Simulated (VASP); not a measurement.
# MgO (Fm-3m) in VASP: elastic constants with PBE

Aim: the elastic constants of MgO with PBE.

All numbers are computed with VASP 6.6.1; they aren't measurements. Logs are shortened: lines on timing, memory, paths and dates and some standing lists are left out, and cuts for length are marked.

## 1. The cell of the first run

The structure is cubic, space group Fm-3m (No. 225). The conventional cell has a = 4.254 Å, b = 4.254 Å, c = 4.254 Å, α = 90.00°, β = 90.00°, γ = 90.00°. Within 2.8 Å of Mg (site symmetry m-3m) lie 6 O at 2.13 Å. Within 2.8 Å of O (site symmetry m-3m) lie 6 Mg at 2.13 Å.

## 2. Elastic constants, PBE

INCAR reads:

```
  ALGO = Normal
  EDIFF = 1E-8
  ENCUT = 600
  GGA = PE
  IBRION = 6
  ISIF = 3
  ISMEAR = 0
  LASPH = T
  LCHARG = F
  LREAL = F
  LWAVE = F
  NELM = 80
  NFREE = 2
  NSW = 1
  POTIM = 0.015
  PREC = Accurate
  SIGMA = 0.01
```

KPOINTS reads:

```
k-points
0
Gamma
  9 9 9
```

POSCAR reads:

```
MgO
1.0
    3.0077466785      0.0000000000      0.0000000000
    1.5038733393      2.6047850318      0.0000000000
    1.5038733393      0.8682616773      2.4558148793
Mg O
1 1
Direct
    0.0000000000      0.0000000000      0.0000000000
    0.5000000000      0.5000000000      0.5000000000
```

Potentials or basis: VASP PAW PBE potentials, release 64 (Mg, O).

Command:

```bash
> cat potpaw_PBE.64/Mg/POTCAR potpaw_PBE.64/O/POTCAR > POTCAR
> mpirun -np 1 vasp_std > vasp.out
```

OUTCAR:

```text
EDIFF = 1E-8
   ENCUT = 600
   GGA = PE
   IBRION = 6
   ISIF = 3
   ISMEAR = 0
   LASPH = T
   LREAL = F
   NELM = 80
   NFREE = 2
   NSW = 1
   POTIM = 0.015
   PREC = Accurate

 ion  position               nearest neighbor table
   1  0.000  0.000  0.000-   2 2.13   2 2.13   2 2.13   2 2.13   2 2.13   2 2.13
   2  0.500  0.500  0.500-   1 2.13   1 2.13   1 2.13   1 2.13   1 2.13   1 2.13

  LATTYP: Found a face centered cubic cell.
 ALAT       =     4.2535961450

  Lattice vectors:

 A1 = (   3.0077466785,   0.0000000000,   0.0000000000)
 A2 = (   1.5038733393,   2.6047850318,   0.0000000000)
 A3 = (   1.5038733393,   0.8682616773,   2.4558148793)

Analysis of symmetry for initial positions (statically):
=====================================================================
 Subroutine PRICEL returns:
 Original cell was already a primitive cell.

 Routine SETGRP: Setting up the symmetry group for a
 face centered cubic supercell.

 Subroutine GETGRP returns: Found 48 space group operations
 (whereof 48 operations were pure point group operations)
 out of a pool of 48 trial point group operations.

The static configuration has the point symmetry O_h .

Analysis of symmetry for dynamics (positions and initial velocities):
=====================================================================
 Subroutine PRICEL returns:
 Original cell was already a primitive cell.

 Routine SETGRP: Setting up the symmetry group for a
 face centered cubic supercell.

 Subroutine GETGRP returns: Found 48 space group operations
 (whereof 48 operations were pure point group operations)
 out of a pool of 48 trial point group operations.

The dynamic configuration has the point symmetry O_h .

 Subroutine INISYM returns: Found 48 space group operations
 (whereof 48 operations are pure point group operations),
 and found     1 'primitive' translations

----------------------------------------------------------------------------------------

                                     Primitive cell

  volume of cell :      19.2402

  direct lattice vectors                    reciprocal lattice vectors
     3.007746679  0.000000000  0.000000000     0.332474808 -0.191954420 -0.135732272
     1.503873339  2.604785032  0.000000000     0.000000000  0.383908840 -0.135732272
     1.503873339  0.868261677  2.455814879     0.000000000  0.000000000  0.407196816

  length of vectors
     3.007746679  3.007746679  3.007746679     0.407196816  0.407196816  0.407196816

  position of ions in fractional coordinates (direct lattice)
     0.000000000  0.000000000  0.000000000
     0.500000000  0.500000000  0.500000000

  ion indices of the primitive-cell ions
   primitive index   ion index
                 1           1
                 2           2

----------------------------------------------------------------------------------------

 KPOINTS: k-points

Automatic generation of k-mesh.
 Grid dimensions read from file:
 generate k-points for:    9    9    9

 Generating k-lattice:

  Cartesian coordinates                     Fractional coordinates (reciprocal lattice)
     0.036941645 -0.021328269 -0.015081364     0.111111111  0.000000000  0.000000000
[... 104 lines left out ...]
  ext. energy  EPLUGINS =         0.00000000
  ---------------------------------------------------
  free energy    TOTEN  =       -11.91487410 eV

  energy without entropy =      -11.91487410  energy(sigma->0) =      -11.91487410

------------------------ aborting loop because EDIFF is reached ----------------------------------------

  FORCE on cell =-STRESS in cart. coord.  units (eV):
  Direction    XX          YY          ZZ          XY          YZ          ZX
  --------------------------------------------------------------------------------------
  -------------------------------------------------------------------------------------
  Total       -0.1140366     -0.1140366     -0.1140366     -0.0000000     -0.0000000     -0.0000000
  in kB       -9.4961149     -9.4961149     -9.4961149     -0.0000000     -0.0000000     -0.0000000
  external PRESSURE =      -9.4961149 kB  Pullay stress =       0.0000000 kB
[... 89 lines left out ...]
  FREE ENERGIE OF THE ION-ELECTRON SYSTEM (eV)
  ---------------------------------------------------
  free  energy   TOTEN  =       -11.9121254251 eV

  energy  without entropy=      -11.9121254251  energy(sigma->0) =      -11.91212543

[... ionic steps 4 to 14 ...]

--------------------------------------- Ionic step       15  -------------------------------------------

 number of electron       8.0000004 magnetization

------------------------ aborting loop because EDIFF is reached ----------------------------------------
[... 67 lines left out ...]
--------------------------------------- Ionic step       17  -------------------------------------------

 number of electron       8.0000002 magnetization

 Free energy of the ion-electron system (eV)
  ---------------------------------------------------
  ext. energy  EPLUGINS =         0.00000000
  ---------------------------------------------------
  free energy    TOTEN  =       -11.91433288 eV

  energy without entropy =      -11.91433288  energy(sigma->0) =      -11.91433288

 E-fermi :   3.0127     XC(G=0): -10.9396

 val. band max:        2.9670945344   @ k =   0.0000   0.0000   0.0000
 cond. band min:       7.4137353121   @ k =   0.0000   0.0000   0.0000
 fundamental gap:      4.4466407777
 Fermi energy:         3.0126704431

 k-point     1 :       0.0000    0.0000    0.0000
  band No.  band energies     occupation
      1     -14.1471      2.00000
      2       2.9667      2.00000
      3       2.9671      2.00000
      4       2.9671      2.00000
      5       7.4137      0.00000
      6      18.6025      0.00000
      7      18.6034      0.00000
      8      18.6038      0.00000
[... 243 lines left out ...]
 k-point    24 :       0.4444    0.4444    0.0000
  band No.  band energies     occupation
      1     -12.7347      2.00000
      2      -0.9291      2.00000
      3       1.6933      2.00000
      4       1.6933      2.00000
      5      12.1530      0.00000
      6      12.5982      0.00000
      7      15.7704      0.00000
      8      21.4110      0.00000

 [... further k-points ...]
[... 5 lines left out ...]
  --------------------------------------------------------------------------------------
  -------------------------------------------------------------------------------------
  Total       -0.1104049     -0.1126157     -0.1109805     -0.0000000     -0.0023125     -0.0000000
  in kB       -9.1936940     -9.3777947     -9.2416283     -0.0000000     -0.1925684     -0.0000000
  external PRESSURE =      -9.2710390 kB  Pullay stress =       0.0000000 kB
[... 17 lines left out ...]
  FREE ENERGIE OF THE ION-ELECTRON SYSTEM (eV)
  ---------------------------------------------------
  free  energy   TOTEN  =       -11.9143328760 eV

  energy  without entropy=      -11.9143328760  energy(sigma->0) =      -11.91433288

 INTERNAL STRAIN TENSORS FROM STRAINED CELLS
 ============================================

 INTERNAL STRAIN TENSOR FOR ION    1 for displacements in x,y,z  (eV/Angst):
          X           Y           Z          XY          YZ          ZX
  --------------------------------------------------------------------------------
  x    -0.00000     0.00000    -0.00000     0.00000     0.00000     0.00000
  y     0.00000    -0.00000    -0.00000    -0.00000    -0.00000     0.00000
  z     0.00000     0.00000     0.00000     0.00000     0.00000     0.00000

 INTERNAL STRAIN TENSORS FROM DISPLACED ATOMS
 ============================================

 INTERNAL STRAIN TENSOR FOR ION    1 for displacements in x,y,z  (eV/Angst):
          X           Y           Z          XY          YZ          ZX
  --------------------------------------------------------------------------------
  x     0.00000     0.00000     0.00000     0.00000     0.00000     0.00000
  y     0.00000     0.00000     0.00000     0.00000     0.00000     0.00000
  z     0.00000     0.00000     0.00000     0.00000     0.00000     0.00000

 INTERNAL STRAIN TENSOR FOR ION    2 for displacements in x,y,z  (eV/Angst):
          X           Y           Z          XY          YZ          ZX
  --------------------------------------------------------------------------------
  x     0.00000     0.00000     0.00000     0.00000     0.00000     0.00000
  y     0.00000     0.00000     0.00000     0.00000     0.00000     0.00000
  z     0.00000     0.00000     0.00000     0.00000     0.00000     0.00000

 Eigenvectors and eigenvalues of the dynamical matrix
 ----------------------------------------------------

   1 f  =   11.018651 THz    69.232227 2PiTHz  367.542641 cm-1    45.569459 meV
             X         Y         Z           dx          dy          dz
      0.000000  0.000000  0.000000     0.203816    0.568879    0.178065
      3.007747  1.736523  1.227907    -0.251257   -0.701294   -0.219512
[... 21 lines left out ...]
   6 f/i=    0.001142 THz     0.007178 2PiTHz    0.038109 cm-1     0.004725 meV
             X         Y         Z           dx          dy          dz
      0.000000  0.000000  0.000000     0.718455    0.270599   -0.117161
      3.007747  1.736523  1.227907     0.582801    0.219506   -0.095039

--------------------------------------------------------------------------------------------------------

 ELASTIC MODULI CONTR FROM IONIC RELAXATION (kBar)
 Direction    XX          YY          ZZ          XY          YZ          ZX
 --------------------------------------------------------------------------------
 XX           0.0000      0.0000      0.0000      0.0000      0.0000      0.0000
 YY           0.0000      0.0000      0.0000      0.0000      0.0000      0.0000
 ZZ           0.0000      0.0000      0.0000      0.0000      0.0000      0.0000
 XY           0.0000      0.0000      0.0000      0.0000      0.0000      0.0000
 YZ           0.0000      0.0000      0.0000      0.0000      0.0000      0.0000
 ZX           0.0000      0.0000      0.0000      0.0000      0.0000      0.0000
 --------------------------------------------------------------------------------

 TOTAL ELASTIC MODULI (kBar)
 Direction    XX          YY          ZZ          XY          YZ          ZX
 --------------------------------------------------------------------------------
 XX        3204.4769    717.8766    539.2730      0.0000    252.5836      0.0000
 YY         717.8766   3204.4769    539.2730      0.0000   -252.5836      0.0000
 ZZ         539.2730    539.2730   3383.0805      0.0000      0.0000      0.0000
 XY           0.0000      0.0000      0.0000   1243.3001      0.0000    252.5836
 YZ         252.5836   -252.5836      0.0000      0.0000   1064.6966      0.0000
 ZX           0.0000      0.0000      0.0000    252.5836      0.0000   1064.6966
 --------------------------------------------------------------------------------
```

Wall time 10 min (1 thread of AMD EPYC 7R13, shared host); peak memory 0.25 GiB.

Results:

- Voigt bulk modulus: 149 GPa
- Highest phonon frequency at Γ, LO-TO splitting left out: 368 cm⁻¹

Phonon frequencies in cm⁻¹ (negative: imaginary):
```
              q point        frequencies
(0.000, 0.000, 0.000)  0 0 0 368 368 368
```

Elastic tensor in Voigt notation (GPa, in the Cartesian axes of the cell as first typed):
```
320  72  54  25   0   0
 72 320  54 -25   0   0
 54  54 338   0   0   0
 25 -25   0 106   0   0
  0   0   0   0 106  25
  0   0   0   0  25 124
```

Clamped-ion elastic tensor (GPa):
```
320  72  54  25   0   0
 72 320  54 -25   0   0
 54  54 338   0   0   0
 25 -25   0 106   0   0
  0   0   0   0 106  25
  0   0   0   0  25 124
```
